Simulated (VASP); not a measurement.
A run of VASP 6.6.1:

The input INCAR:

```
SYSTEM = Tl
ALGO = Normal
EDIFF = 1E-6
ENCUT = 520
GGA = PE
ISIF = 2
ISMEAR = -1
LASPH = .True.
LCHARG = .False.
LREAL = .False.
LWAVE = .False.
NBANDS = 20
NELM = 100
PREC = Accurate
SIGMA = 0.1
```

The input KPOINTS:

```
k-points
0
Gamma
  3 3 2
  0 0 0
```

The input POSCAR:

```
Tl
1.0
    3.5902820628      0.0000000000      0.0000000000
   -1.7951410314      3.1092754731      0.0000000000
    0.0000000000      0.0000000000      5.6419406004
Tl
2
Direct
    0.3333333333      0.6666666667      0.2500000000
    0.6666666667      0.3333333333      0.7500000000
```

Potentials or basis: VASP PAW PBE potentials, release 64 (Tl_d).

Launch:

```bash
$ cat potpaw_PBE.64/Tl_d/POTCAR > POTCAR
$ mpirun -np 1 vasp_std > vasp.out
```

Hardware: 1 thread of Intel Xeon 8259CL, with other jobs on the host.

Question: Estimate the wall time of this run.

Answer: It took 17 s on 1 thread of Intel Xeon 8259CL, on a shared host, peak memory 0.17 GiB. Counts: scf iterations 11, k points 6.
